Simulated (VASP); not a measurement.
Here is a VASP 6.6.1 calculation.

The input POSCAR:

```
Cr
1.0
    0.0000000000      2.8290635676      0.0000000000
    2.8290635676      0.0000000000      0.0000000000
    2.8290635676      2.8290635676     -2.8290635676
Cr
2
Direct
    0.0000000000      0.0000000000      0.0000000000
    0.0000000000      0.0000000000      0.5000000000
```

File INCAR.step1:

```
ALGO = Normal
EDIFF = 1E-4
ENCUT = 520
GGA = PE
ISMEAR = 0
ISPIN = 2
LASPH = True
LCHARG = False
LMAXMIX = 4
LREAL = False
LWAVE = True
MAGMOM = 2 -2
NBANDS = 23
NELM = 150
PREC = Accurate
SIGMA = 0.05
```

The input INCAR.step2:

```
ALGO = Normal
EDIFF = 1E-7
ENCUT = 520
ISIF = 2
ISMEAR = 0
ISPIN = 2
ISTART = 1
LASPH = True
LCHARG = False
LMAXMIX = 4
LMIXTAU = True
LORBIT = 11
LREAL = False
LWAVE = False
MAGMOM = 2 -2
METAGGA = R2SCAN
NBANDS = 23
NELM = 150
PREC = Accurate
SIGMA = 0.05
```

Contents of KPOINTS:

```
k-points
0
Gamma
  20 20 10
```

Potentials or basis: VASP PAW PBE potentials, release 64 (Cr_pv).

Launch:

```sh
$ cat potpaw_PBE.64/Cr_pv/POTCAR > POTCAR
$ cp INCAR.step1 INCAR
$ mpirun -np 1 vasp_std > vasp.out
$ cp INCAR.step2 INCAR
$ mpirun -np 1 vasp_std > vasp.out
```

Problem. Estimate the pressure.

Solution. 20.7 GPa.

Problem. Estimate the site moments.

Solution. Cr +2.02, -2.02 μB.

Problem. What does it give for the band gap on the k mesh?

Solution. Zero (filled and empty bands overlap).

Caveat: the PAW data sets were made with another functional, which shifts forces and pressure a little.
